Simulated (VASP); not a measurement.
Write the native input for VASP 6.6.1 that does the following.

| Quantity | Value |
| --- | --- |
| Task | single point |
| Functional | PBE |
| Potentials or basis | VASP PAW PBE potentials, release 64 (W_sv, Te) |
| Cutoff | 520 eV |
| k mesh | 6 × 6 × 6 |
| Occupations | gaussian, width 0.1 eV |
| Spin | collinear spin, ferromagnetic start |
| Starting moments | [1.51, 0.0] μB |
| Dipole correction | no |
| Further INCAR settings | ALGO = Normal; EDIFF = 1e-06; NBANDS = 21 |

The structure of TeW lies in POSCAR:

```
TeW
1.0
    0.0000000000      2.8295236483      2.8295236483
    2.8295236483      0.0000000000      2.8295236483
    2.8295236483      2.8295236483      0.0000000000
W Te
1 1
Direct
    0.0000000000      0.0000000000      0.0000000000
    0.5000000000      0.5000000000      0.5000000000
```

One way to write it, as run:

INCAR

```
PREC     = Accurate       # precision mode
ENCUT    = 520            # plane-wave cutoff, eV
EDIFF    = 1E-6           # SCF threshold, eV
ISMEAR   = 0              # smearing method
SIGMA    = 0.1            # smearing width, eV
LREAL    = False          # projectors in reciprocal space
LASPH    = True           # aspherical terms in the spheres
NELM     = 150            # most SCF steps
ALGO     = Normal         # electronic algorithm
ISIF     = 2              # what is computed and relaxed
LWAVE    = False          # write WAVECAR
LCHARG   = True           # write CHGCAR
ISPIN    = 2              # spin polarisation
MAGMOM   = 1.51 0         # initial moments
LORBIT   = 11             # projections on sites
LMAXMIX  = 4              # l up to which the mixer works
GGA      = PE             # functional
LELF     = True           # ELF
LVHAR    = True         
NBANDS   = 21             # bands
```

KPOINTS

```
regular mesh
0
Gamma
  6 6 6
```

Potentials or basis: VASP PAW PBE potentials, release 64 (W_sv, Te).

The run is started by

```sh
$ cat potpaw_PBE.64/W_sv/POTCAR potpaw_PBE.64/Te/POTCAR > POTCAR
$ mpirun -np 1 vasp_std > vasp.out
```

It gave:

```json
{"Pressure": "-0.2 GPa", "Net moment": "2.18 μB per cell", "Site moments": "W +1.75; Te -0.03 μB", "Valence electrons inside the program's atomic spheres": "W 11.90; Te 3.44"}
```

It took 16 s on 1 thread of Intel(R) Xeon(R) 6975P-C (Granite Rapids), with other jobs on the host, peak memory 0.19 GiB.
